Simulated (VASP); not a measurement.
**ZnSb2C: single point with r2SCAN**

The system is ZnSb2C.

```
CELL_PARAMETERS angstrom
-2.83527 2.83527 5.32228
2.83527 -2.83527 5.32228
2.83527 2.83527 -5.32228
ATOMIC_POSITIONS crystal
Zn 0.00000 0.00000 0.00000
Zn 0.75000 0.25000 0.50000
Sb 0.37500 0.42591 0.55091
Sb 0.17591 0.62500 0.05091
Sb 0.87500 0.82409 0.44909
Sb 0.57409 0.12500 0.94909
C 0.50000 0.50000 0.00000
C 0.25000 0.75000 0.50000
```

```
Program             : VASP 6.6.1
Task                : single point
Functional          : r2SCAN
Potentials or basis : VASP PAW PBE potentials, release 64 (Zn, Sb, C)
Cutoff              : 520 eV
k mesh              : 6 × 6 × 6
Occupations         : fermi-dirac, width 0.02 eV
Spin                : no spin polarisation
```

```
Pressure               : 0.2 GPa
Largest force          : 0.038 eV/Å
Band gap on the k mesh : 0.31 eV
```

Forces on the atoms (eV/Å):
```
Zn   0.000  0.000  0.000
Zn   0.000  0.000  0.000
Sb  -0.038  0.000  0.000
Sb   0.000 -0.038  0.000
Sb   0.038  0.000  0.000
Sb   0.000  0.038  0.000
C    0.000  0.000  0.000
C    0.000  0.000  0.000
```

Levels at points of the mesh, in eV from the valence-band top:
```tsv
k point	band 24	band 25	band 26	band 27	band 28	band 29
(0.00, 0.00, 0.00)	-0.16	-0.16	0.00	0.31	0.99	1.10
(0.50, 0.00, 0.00)	-2.02	-1.47	-0.49	1.60	1.95	2.58
(0.50, 0.50, 0.00)	-1.45	-0.62	-0.61	0.72	0.72	2.77
(0.50, 0.50, 0.50)	-2.48	-0.92	-0.92	0.86	0.86	2.09
```

Wall time 9.8 min on 1 thread of AMD EPYC 9R45 96-Core Processor (Zen 5), on a shared host, peak memory 0.44 GiB.

Caveat: the PAW data sets were made with another functional, which shifts forces and pressure a little; spin-orbit coupling is left out, which moves the levels of the heavy elements. A k mesh can miss the band edges.
